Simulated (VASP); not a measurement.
# KTaO3 (P4/mmm) in VASP: a series of runs, part 2 of 2

VASP 6.6.1. Earlier steps stand in the parts before.

## Step 4: Single point, HSE06 (uniaxial z strain +3.0%)

POSCAR reads:

```
KTaO3
1.0
    3.9901311030      0.0000000000      0.0000000000
    0.0000000000      3.9901311030      0.0000000000
    0.0000000000      0.0000000000      4.1098350361
K Ta O
1 1 3
Direct
    0.0000000000      0.0000000000      0.0000000000
    0.5000000000      0.5000000000      0.5000000000
    0.5000000000      0.5000000000      0.0000000000
    0.5000000000      0.0000000000      0.5000000000
    0.0000000000      0.5000000000      0.5000000000
```

INCAR.step1 reads:

```
PREC = Accurate
ENCUT = 520
EDIFF = 1E-5
ISMEAR = 0
SIGMA = 0.01
LREAL = F
LASPH = T
NELM = 80
ALGO = Normal
ISIF = 2
LWAVE = T
LCHARG = F
GGA = PE
NBANDS = 27
KPAR = 4
```

INCAR.step2 reads:

```
PREC = Accurate
ENCUT = 520
EDIFF = 1E-6
ISMEAR = 0
SIGMA = 0.01
LREAL = F
LASPH = T
NELM = 80
ALGO = Normal
ISIF = 2
LWAVE = F
LCHARG = F
GGA = PE
LHFCALC = T
HFSCREEN = 0.2079
PRECFOCK = Fast
ISTART = 1
NBANDS = 27
KPAR = 4
```

KPOINTS reads:

```
Automatic mesh
0
Gamma
  4 4 4
```

Potentials or basis: VASP PAW PBE potentials, release 64 (K_sv, Ta_pv, O).

On the command line:

```console
cat potpaw_PBE.64/K_sv/POTCAR potpaw_PBE.64/Ta_pv/POTCAR potpaw_PBE.64/O/POTCAR > POTCAR
cp INCAR.step1 INCAR
mpirun -np 4 vasp_std > vasp.out
cp INCAR.step2 INCAR
mpirun -np 4 vasp_std > vasp.out
```

OUTCAR:

```text
PREC = Accurate
   ENCUT = 520
   EDIFF = 1E-6
   ISMEAR = 0
   LREAL = F
   LASPH = T
   NELM = 80
   ISIF = 2
   GGA = PE
   LHFCALC = T
   HFSCREEN = 0.2079
   PRECFOCK = Fast
   ISTART = 1

 ion  position               nearest neighbor table
   1  0.000  0.000  0.000-   3 2.82   3 2.82   3 2.82   3 2.82   5 2.86   4 2.86   5 2.86   5 2.86
[... 747 lines left out ...]

  FORCE on cell =-STRESS in cart. coord.  units (eV):
  Direction    XX          YY          ZZ          XY          YZ          ZX
  --------------------------------------------------------------------------------------
  -------------------------------------------------------------------------------------
  Total       -1.0910746     -1.0910746     -4.9846352      0.0000000     -0.0000000      0.0000000
  in kB      -26.7156836    -26.7156836   -122.0520966      0.0000000     -0.0000000      0.0000000
  external PRESSURE =     -58.4944879 kB  Pullay stress =       0.0000000 kB

 VOLUME and BASIS-vectors are now :
 -----------------------------------------------------------------------------
  energy-cutoff  :      520.00
  volume of cell :       65.43
      direct lattice vectors                 reciprocal lattice vectors
     3.990131103  0.000000000  0.000000000     0.250618332  0.000000000  0.000000000
     0.000000000  3.990131103  0.000000000     0.000000000  0.250618332  0.000000000
     0.000000000  0.000000000  4.109835036     0.000000000  0.000000000  0.243318769

 POSITION                                       TOTAL-FORCE (eV/Angst)
 -----------------------------------------------------------------------------------
      0.00000      0.00000      0.00000         0.000000      0.000000      0.000000
      1.99507      1.99507      2.05492         0.000000      0.000000      0.000000
      1.99507      1.99507      0.00000         0.000000      0.000000      0.000000
      1.99507      0.00000      2.05492         0.000000      0.000000      0.000000
      0.00000      1.99507      2.05492         0.000000      0.000000      0.000000
 -----------------------------------------------------------------------------------
    total drift:                               -0.000000      0.000001     -0.000000

  FREE ENERGIE OF THE ION-ELECTRON SYSTEM (eV)
  ---------------------------------------------------
  free  energy   TOTEN  =       -49.2855646876 eV

  energy  without entropy=      -49.2855646876  energy(sigma->0) =      -49.28556469
```

OUTCAR.step1:

```text
PREC = Accurate
   ENCUT = 520
   EDIFF = 1E-5
   ISMEAR = 0
   LREAL = F
[... 767 lines left out ...]
      1.99507      1.99507      2.05492         0.000000      0.000000      0.000000
      1.99507      1.99507      0.00000         0.000000      0.000000      0.000000
      1.99507      0.00000      2.05492         0.000000      0.000000      0.000000
      0.00000      1.99507      2.05492         0.000000      0.000000      0.000000
 -----------------------------------------------------------------------------------
    total drift:                                0.000000      0.000000     -0.000000

  FREE ENERGIE OF THE ION-ELECTRON SYSTEM (eV)
  ---------------------------------------------------
  free  energy   TOTEN  =       -41.0036535069 eV

  energy  without entropy=      -41.0036535069  energy(sigma->0) =      -41.00365351
```

OSZICAR.step1:

```text
N       E                     dE             d eps       ncg     rms          rms(c)
DAV:   1     0.328655801868E+03    0.32866E+03   -0.21353E+04   972   0.143E+03
DAV:   2    -0.300824095426E+02   -0.35874E+03   -0.34894E+03  1138   0.403E+02
DAV:   3    -0.492701717333E+02   -0.19188E+02   -0.19105E+02  1261   0.907E+01
DAV:   4    -0.497165786798E+02   -0.44641E+00   -0.44600E+00  1624   0.118E+01
DAV:   5    -0.497189489763E+02   -0.23703E-02   -0.23700E-02  1238   0.879E-01    0.322E+01
DAV:   6    -0.412669658583E+02    0.84520E+01   -0.35095E+01  1156   0.393E+01    0.122E+01
DAV:   7    -0.410761946781E+02    0.19077E+00   -0.18352E+00  1248   0.859E+00    0.879E+00
DAV:   8    -0.410321818633E+02    0.44013E-01   -0.48578E-01  1147   0.572E+00    0.323E+00
DAV:   9    -0.410058981436E+02    0.26284E-01   -0.43854E-02  1181   0.167E+00    0.546E-01
DAV:  10    -0.410037551543E+02    0.21430E-02   -0.18960E-02  1292   0.849E-01    0.133E-01
DAV:  11    -0.410036243466E+02    0.13081E-03   -0.15431E-03  1254   0.246E-01    0.349E-02
DAV:  12    -0.410036438197E+02   -0.19473E-04   -0.69131E-05  1238   0.702E-02    0.132E-02
DAV:  13    -0.410036535069E+02   -0.96871E-05   -0.11912E-05   930   0.247E-02
   1 F= -.41003654E+02 E0= -.41003654E+02  d E =-.278699E-21
```

Run time: 13 min. Hardware: 4 MPI ranks of Oxide Virtual Turin-like, shared host; peak memory 0.28 GiB.

What came out:

- Free energy: -49.2856 eV
- Pressure: -5.8 GPa
- Band gap on the k mesh: 3.36 eV (least direct gap 4.02 eV)

Stress tensor (GPa, compression positive):
```
 -2.67   0.00   0.00
  0.00  -2.67   0.00
  0.00   0.00 -12.21
```

Caveat: the cell differs from its parent crystal (uniaxial z strain +3.0%); the stress differs along the axes, from -12 to -3 GPa; the PAW data sets were made with another functional, which shifts forces and pressure a little; spin-orbit coupling is left out, which moves the levels of the heavy elements.

## Step 5: The runs side by side

| level | potentials or basis | cell | k mesh | cutoff (eV) | grid for exact exchange (PRECFOCK) | share of exact exchange | screening parameter | gap on the mesh (eV) | pressure (GPa) |
| --- | --- | --- | --- | --- | --- | --- | --- | --- | --- |
| r2SCAN | VASP PAW PBE potentials, release 64 (K_sv, Ta_sv_GW, O) | a = 3.990, b = 3.990, c = 3.870 Å, 5 atoms | 6 × 6 × 6 | 770 | - | - | - | 2.63 | 7.5 |
| HSE06 | VASP PAW PBE potentials, release 64 (K_sv, Ta_sv_GW, O) | a = 3.990, b = 3.990, c = 3.910 Å, 5 atoms | 4 × 4 × 4 | 520 | Normal | 0.25 | 0.2079 1/Å | 3.54 | 3.3 |
| HSE06 | VASP PAW PBE potentials, release 64 (K_sv, Ta_pv, O) | a = 3.990, b = 3.990, c = 4.110 Å, 5 atoms | 4 × 4 × 4 | 520 | Fast | 0.25 | 0.2079 1/Å | 3.36 | -5.8 |

Alike in all rows: task single point; no spin polarisation; smearing gaussian 0.01 eV.

Caveats: the PAW data sets were made with another functional, which shifts forces and pressure a little; spin-orbit coupling is left out, which moves the levels of the heavy elements; the stress differs along the axes, from 3 to 17 GPa (at least some runs); the stress differs along the axes, from 1 to 9 GPa (at least some runs); the stress differs along the axes, from -12 to -3 GPa (at least some runs).

Absolute energies hang on the potentials; compare differences alone.
